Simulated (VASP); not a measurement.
# SnTe (Fm-3m) in VASP: further runs

Runs on SnTe. Level: PBEsol. Tasks: electric field gradients, single point.

All numbers are computed with VASP 6.6.1; they aren't measurements. Logs are shortened: lines on timing, memory, paths and dates and some standing lists are left out, and cuts for length are marked.

**1. The cell of the first run**

The structure is cubic, space group Fm-3m (No. 225). The conventional cell has a = 6.437 Å, b = 6.437 Å, c = 6.437 Å, α = 90.00°, β = 90.00°, γ = 90.00°. Sn (site symmetry m-3m) has 6 Te at 3.22 Å within 4.2 Å. Within 4.2 Å of Te (site symmetry m-3m) lie 6 Sn at 3.22 Å.

**2. Electric field gradients, PBEsol (33.34 Å³/atom)**

Contents of INCAR:

```
PREC = Accurate
ENCUT = 520
EDIFF = 1E-8
ISMEAR = -1
SIGMA = 0.08
LREAL = False
LASPH = True
NELM = 100
ALGO = Normal
ISIF = 2
LWAVE = False
LCHARG = False
GGA = PS
LEFG = True
NBANDS = 17
```

Contents of KPOINTS:

```
regular mesh
0
Gamma
  11 11 11
```

Contents of POSCAR:

```
SnTe
1.0
    0.0000000000      3.2184078740      3.2184078740
    3.2184078740      0.0000000000      3.2184078740
    3.2184078740      3.2184078740      0.0000000000
Sn Te
1 1
Direct
    0.0000000000      0.0000000000      0.0000000000
    0.5000000000      0.5000000000      0.5000000000
```

Potentials or basis: VASP PAW PBE potentials, release 64 (Sn_d, Te).

The run is started by

```console
> cat potpaw_PBE.64/Sn_d/POTCAR potpaw_PBE.64/Te/POTCAR > POTCAR
> mpirun -np 1 vasp_std > vasp.out
```

OUTCAR:

```text
PREC = Accurate
   ENCUT = 520
   EDIFF = 1E-8
   ISMEAR = -1
   LREAL = False
   LASPH = True
   NELM = 100
   ISIF = 2
   GGA = PS

 ion  position               nearest neighbor table
   1  0.000  0.000  0.000-   2 3.22   2 3.22   2 3.22   2 3.22   2 3.22   2 3.22
   2  0.500  0.500  0.500-   1 3.22   1 3.22   1 3.22   1 3.22   1 3.22   1 3.22

  LATTYP: Found a face centered cubic cell.
 ALAT       =     6.4368157480

  Lattice vectors:

 A1 = (   0.0000000000,   3.2184078740,   3.2184078740)
 A2 = (   3.2184078740,   0.0000000000,   3.2184078740)
 A3 = (   3.2184078740,   3.2184078740,   0.0000000000)

Analysis of symmetry for initial positions (statically):
=====================================================================
 Subroutine PRICEL returns:
 Original cell was already a primitive cell.

 Routine SETGRP: Setting up the symmetry group for a
 face centered cubic supercell.

 Subroutine GETGRP returns: Found 48 space group operations
 (whereof 48 operations were pure point group operations)
 out of a pool of 48 trial point group operations.

The static configuration has the point symmetry O_h .

Analysis of symmetry for dynamics (positions and initial velocities):
=====================================================================
 Subroutine PRICEL returns:
 Original cell was already a primitive cell.

 Routine SETGRP: Setting up the symmetry group for a
 face centered cubic supercell.

 Subroutine GETGRP returns: Found 48 space group operations
 (whereof 48 operations were pure point group operations)
 out of a pool of 48 trial point group operations.

The dynamic configuration has the point symmetry O_h .

 Subroutine INISYM returns: Found 48 space group operations
 (whereof 48 operations are pure point group operations),
 and found     1 'primitive' translations

----------------------------------------------------------------------------------------

                                     Primitive cell

  volume of cell :      66.6735

  direct lattice vectors                    reciprocal lattice vectors
     0.000000000  3.218407874  3.218407874    -0.155356319  0.155356319  0.155356319
     3.218407874  0.000000000  3.218407874     0.155356319 -0.155356319  0.155356319
[... 125 lines left out ...]
 Free energy of the ion-electron system (eV)
  ---------------------------------------------------
  ext. energy  EPLUGINS =         0.00000000
  ---------------------------------------------------
  free energy    TOTEN  =        -8.29870540 eV

  energy without entropy =       -8.29743744  energy(sigma->0) =       -8.29807142

 E-fermi :   5.9951     XC(G=0):  -9.3731

 val. band max:        5.8057696856   @ k =   0.4545   0.0000   0.0000
 cond. band min:       6.2216100755   @ k =   0.4545   0.0000   0.0000
 fundamental gap:      0.4158403899
 Fermi energy:         5.9951169224

 k-point     1 :       0.0000    0.0000    0.0000
  band No.  band energies     occupation
      1     -15.7322      2.00000
      2     -15.7322      2.00000
      3     -15.7288      2.00000
      4     -15.7288      2.00000
      5     -15.7288      2.00000
      6      -6.3329      2.00000
[... 457 lines left out ...]
      4     -15.7262      2.00000
      5     -15.7249      2.00000
      6      -5.7138      2.00000
[... 9 lines left out ...]
     16      13.7397      0.00000
     17      13.9078      0.00000

 [... further k-points ...]

------------------------ aborting loop because EDIFF is reached ----------------------------------------

  FORCE on cell =-STRESS in cart. coord.  units (eV):
  Direction    XX          YY          ZZ          XY          YZ          ZX
  --------------------------------------------------------------------------------------
  -------------------------------------------------------------------------------------
  Total       -1.1740183     -1.1740183     -1.1740183      0.0000000      0.0000000      0.0000000
  in kB      -28.2118924    -28.2118924    -28.2118924      0.0000000      0.0000000      0.0000000
  external PRESSURE =     -28.2118924 kB  Pullay stress =       0.0000000 kB

 VOLUME and BASIS-vectors are now :
 -----------------------------------------------------------------------------
  energy-cutoff  :      520.00
  volume of cell :       66.67
      direct lattice vectors                 reciprocal lattice vectors
     0.000000000  3.218407874  3.218407874    -0.155356319  0.155356319  0.155356319
     3.218407874  0.000000000  3.218407874     0.155356319 -0.155356319  0.155356319
     3.218407874  3.218407874  0.000000000     0.155356319  0.155356319 -0.155356319

 POSITION                                       TOTAL-FORCE (eV/Angst)
 -----------------------------------------------------------------------------------
      0.00000      0.00000      0.00000        -0.000000      0.000000     -0.000000
      3.21841      3.21841      3.21841         0.000000     -0.000000      0.000000
 -----------------------------------------------------------------------------------
    total drift:                               -0.000000      0.000000      0.000000

  FREE ENERGIE OF THE ION-ELECTRON SYSTEM (eV)
  ---------------------------------------------------
  free  energy   TOTEN  =        -8.2987053982 eV

  energy  without entropy=       -8.2974374371  energy(sigma->0) =       -8.29807142

 Electric field gradients (V/A^2)
---------------------------------------------------------------------
 ion       V_xx      V_yy      V_zz      V_xy      V_xz      V_yz
---------------------------------------------------------------------
   1      -0.000    -0.000     0.000    -0.001    -0.001    -0.001
   2      -0.000    -0.000     0.000    -0.000    -0.000    -0.000
---------------------------------------------------------------------

 Electric field gradients after diagonalization (V/A^2)
 (convention: |V_zz| > |V_xx| > |V_yy|)
----------------------------------------------------------------------
 ion       V_xx      V_yy      V_zz     asymmetry (V_yy - V_xx)/ V_zz
----------------------------------------------------------------------
   1       0.001     0.001    -0.001       0.000
   2       0.000     0.000    -0.000       0.000
----------------------------------------------------------------------

           NMR quadrupolar parameters

 Cq : quadrupolar parameter    Cq=e*Q*V_zz/h
 eta: asymmetry parameters     (V_yy - V_xx)/ V_zz
 Q  : nuclear electric quadrupole moment in mb (millibarn)
----------------------------------------------------------------------
 ion       Cq(MHz)       eta       Q (mb)
----------------------------------------------------------------------
   1      -0.000       0.000       1.000
   2      -0.000       0.000       1.000
----------------------------------------------------------------------
```

Run time: 2 min. Hardware: 1 thread of Intel Xeon 8259CL, shared host; peak memory 0.24 GiB.

What came out:

* Free energy: -8.2987 eV
* Pressure: -2.8 GPa
* Largest electric field gradient by atom: under 0.05 V/Å² on every atom

Levels at points of the mesh, in eV from the Fermi level:
| k point | band 8 | band 9 | band 10 | band 11 | band 12 | band 13 |
| --- | --- | --- | --- | --- | --- | --- |
| (0.00, 0.00, 0.00) | -1.92 | -1.92 | -1.92 | 3.23 | 3.23 | 3.23 |

Caveat: this odd mesh misses L, so gap, dielectric constants and Born charges aren't listed; the PAW data sets were made with another functional, which shifts forces and pressure a little; spin-orbit coupling is left out, which moves the levels of the heavy elements.

**3. Single point, PBEsol**

This run uses another cell than the first one, of 31.45 Å³/atom.

Contents of POSCAR:

```
SnTe
1.0
    0.0000000000      3.1565000000      3.1565000000
    3.1565000000      0.0000000000      3.1565000000
    3.1565000000      3.1565000000      0.0000000000
Sn Te
1 1
Direct
    0.0000000000      0.0000000000      0.0000000000
    0.5000000000      0.5000000000      0.5000000000
```

Contents of INCAR.step1:

```
SYSTEM = SnTe
PREC     = Accurate       ! precision mode
ENCUT    = 520            ! plane-wave cutoff, eV
EDIFF    = 1E-6           ! SCF threshold, eV
ISMEAR   = -1             ! smearing method
SIGMA    = 0.08           ! smearing width, eV
LREAL    = .False.        ! projectors in reciprocal space
LASPH    = .True.         ! aspherical terms in the spheres
NELM     = 80             ! most SCF steps
ALGO     = Normal         ! electronic algorithm
ISIF     = 2              ! what is computed and relaxed
LWAVE    = .False.        ! write WAVECAR
LCHARG   = .True.         ! write CHGCAR
GGA      = PS             ! functional
NBANDS   = 17             ! bands
```

Contents of KPOINTS.step1:

```
Automatic mesh
0
Gamma
  11 11 11
  0 0 0
```

Contents of INCAR.step2:

```
SYSTEM = SnTe
PREC     = Accurate       ! precision mode
ENCUT    = 520            ! plane-wave cutoff, eV
EDIFF    = 1E-6           ! SCF threshold, eV
ISMEAR   = -5             ! smearing method
SIGMA    = 0.08           ! smearing width, eV
LREAL    = .False.        ! projectors in reciprocal space
LASPH    = .True.         ! aspherical terms in the spheres
NELM     = 80             ! most SCF steps
ALGO     = Normal         ! electronic algorithm
ISIF     = 2              ! what is computed and relaxed
LWAVE    = .False.        ! write WAVECAR
LCHARG   = .False.        ! write CHGCAR
GGA      = PS             ! functional
LORBIT   = 10             ! projections on sites
NEDOS    = 1001           ! points of the DOS
ICHARG   = 11             ! starting density
```

Contents of KPOINTS.step2:

```
Automatic mesh
0
Gamma
  17 17 17
  0 0 0
```

Potentials or basis: VASP PAW PBE potentials, release 64 (Sn_d, Te).

The run is started by

```console
> cat potpaw_PBE.64/Sn_d/POTCAR potpaw_PBE.64/Te/POTCAR > POTCAR
> cp INCAR.step1 INCAR
> cp KPOINTS.step1 KPOINTS
> mpirun -np 1 vasp_std > vasp.out
> cp INCAR.step2 INCAR
> cp KPOINTS.step2 KPOINTS
> mpirun -np 1 vasp_std > vasp.out
```

OUTCAR:

```text
SYSTEM = SnTe
   PREC = Accurate
   ENCUT = 520
   EDIFF = 1E-6
   ISMEAR = -5
   LREAL = .False.
   LASPH = .True.
   NELM = 80
   ISIF = 2
   GGA = PS
   LORBIT = 10
   ICHARG = 11

 ion  position               nearest neighbor table
   1  0.000  0.000  0.000-   2 3.16   2 3.16   2 3.16   2 3.16   2 3.16   2 3.16
   2  0.500  0.500  0.500-   1 3.16   1 3.16   1 3.16   1 3.16   1 3.16   1 3.16

  LATTYP: Found a face centered cubic cell.
 ALAT       =     6.3130000000

  Lattice vectors:

 A1 = (   0.0000000000,   3.1565000000,   3.1565000000)
 A2 = (   3.1565000000,   0.0000000000,   3.1565000000)
[... 600 lines left out ...]
  -------------------------------------------------------------------------------------
  Total       -0.1916619     -0.1916619     -0.1916619      0.0000000      0.0000000      0.0000000
  in kB       -4.8820132     -4.8820132     -4.8820132      0.0000000      0.0000000      0.0000000
  external PRESSURE =      -4.8820132 kB  Pullay stress =       0.0000000 kB

 VOLUME and BASIS-vectors are now :
 -----------------------------------------------------------------------------
  energy-cutoff  :      520.00
  volume of cell :       62.90
      direct lattice vectors                 reciprocal lattice vectors
     0.000000000  3.156500000  3.156500000    -0.158403295  0.158403295  0.158403295
     3.156500000  0.000000000  3.156500000     0.158403295 -0.158403295  0.158403295
     3.156500000  3.156500000  0.000000000     0.158403295  0.158403295 -0.158403295

 POSITION                                       TOTAL-FORCE (eV/Angst)
 -----------------------------------------------------------------------------------
      0.00000      0.00000      0.00000         0.000000     -0.000000      0.000000
      3.15650      3.15650      3.15650        -0.000000      0.000000     -0.000000
 -----------------------------------------------------------------------------------
    total drift:                               -0.000000      0.000000      0.000000

  FREE ENERGIE OF THE ION-ELECTRON SYSTEM (eV)
  ---------------------------------------------------
  free  energy   TOTEN  =        -8.3381268668 eV

  energy  without entropy=       -8.3381268668  energy(sigma->0) =       -8.33812687

 total charge

# of ion       s       p       d       tot
------------------------------------------
    1        1.362   0.736   9.986  12.084
    2        1.383   1.955   0.030   3.368
--------------------------------------------------
tot          2.746   2.692  10.015  15.453
```

Wall time 3.7 min (1 thread of Intel Xeon 8259CL, shared host); peak memory 0.32 GiB.

What came out:

```
Valence electrons inside the program's atomic spheres : Sn 12.08; Te 3.37
```

Caveat: this odd mesh misses L, so gap, dielectric constants and Born charges aren't listed; the PAW data sets were made with another functional, which shifts forces and pressure a little; spin-orbit coupling is left out, which moves the levels of the heavy elements.
